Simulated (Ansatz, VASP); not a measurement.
## One calculation of W, two programs

```xyz
3
Lattice="2.7945 0.0000 0.0000 -1.3973 2.4201 0.0000 0.0000 0.0000 7.3159" Properties=species:S:1:pos:R:3 pbc="T T T"
W     0.0000    0.0000    0.0000
W     0.0000    1.6134    2.4386
W     1.3973    0.8067    4.8772
```

Alike in both runs: functional PBE; k mesh 18 × 18 × 6; occupations gaussian, width 0.1 eV; no spin polarisation.

Ansatz relaxed the structure, and its values are those at the end. VASP's run is a single point on that final structure, the one shown.

|  | VASP | Ansatz |
| --- | --- | --- |
| version | VASP 6.6.1 | Ansatz 0.2.0 |
| potentials or method | VASP PAW PBE potentials, release 64 (W_sv), cutoff 520 eV | scalar-relativistic, plane waves, PAW |
| valence electrons in the cell | 42 | 42 |

Ansatz gave:

```
gap on the k mesh at the Fermi level (eV) : none
pressure (GPa)                            : 0.0
```

Question: Estimate VASP's values.

Answer: gap on the k mesh at the Fermi level (eV): none; pressure (GPa): 0.5.

A gap of «none» marks a metal or a gap that the smearing closes. With one functional, cell and mesh, what is left measures potentials, basis and numerics.

Neither program's run includes spin-orbit coupling.
